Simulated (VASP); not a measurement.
MgAl6N8 (a cell with a defect), 15 atoms in the cell. The cell holds a defect, 15 atoms: a = 6.226 Å, b = 5.392 Å, c = 4.981 Å, α = 90.00°, β = 90.00°, γ = 90.00°. 

| Item | Value |
| --- | --- |
| Program | VASP 6.6.1 |
| Task | single point |
| Functional | PBE |
| Potentials or basis | VASP PAW PBE potentials, release 64 (Mg, Al, N) |
| Cutoff | 520 eV |
| k mesh | 2 × 2 × 2 |
| Occupations | fermi-dirac, width 0.02 eV |
| Spin | collinear spin, ferromagnetic start |
| Starting moments | [1.0, 0.0, 0.0, 0.0, 0.0, 0.0, 0.0, 0.0, 0.0, 0.0, 0.0, 0.0, 0.0, 0.0, 0.0] μB |
| Dipole correction | no |
| Charge | 1 |
| Further INCAR settings | LREAL = Auto; ALGO = Normal; EDIFF = 1e-07; NBANDS = 47; NELECT = 59.0 |

Potentials or basis: VASP PAW PBE potentials, release 64 (Mg, Al, N).

Run with:

```bash
$ cat potpaw_PBE.64/Mg/POTCAR potpaw_PBE.64/Al/POTCAR potpaw_PBE.64/N/POTCAR > POTCAR
$ mpirun -np 1 vasp_std > vasp.out
```

Hardware: 1 thread of Intel(R) Xeon(R) Platinum 8375C CPU @ 2.90GHz (Ice Lake), with other jobs on the host.

Question: Estimate the wall time of this run.

Answer: Run time: 6.9 min on 1 thread of Intel(R) Xeon(R) Platinum 8375C CPU @ 2.90GHz (Ice Lake), with other jobs on the host, peak memory 0.37 GiB. Counts: scf iterations 46, k points 8.
